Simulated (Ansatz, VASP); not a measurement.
One calculation of BaSiGeH, two programs

```
Ge Ba Si H
1.0
     4.92636   -0.11375   -0.77902
     0.60938    4.46053    0.06661
     0.28894    0.48882    4.06566
Ge Ba Si H
1 1 1 1
Cartesian
  3.2478 4.1789 2.7793
  4.1125 1.2705 0.4113
  0.8728 3.9158 3.4384
  2.1857 3.9533 0.9944
```

Alike in both runs: task single point; functional r2SCAN; k mesh 4 × 4 × 5; no spin polarisation.

|  | VASP | Ansatz |
| --- | --- | --- |
| version | VASP 6.6.1 | Ansatz 0.2.0 |
| potentials or method | VASP PAW PBE potentials, release 64 (Ge_d, Ba_sv, Si, H), cutoff 520 eV | PAW plane waves |
| occupations | fermi-dirac, width 0.1 eV | fermi-dirac |
| valence electrons in the cell | 29 | 29 |

```csv
,VASP,Ansatz,Ansatz less VASP
rms of the force components (eV/Å),0.682,0.667,-0.0158
```

VASP's potentials were made for PBE, not for r2SCAN. Atom by atom the forces differ by 0.020 eV/Å (rms over components).

Spin-orbit coupling is off throughout.
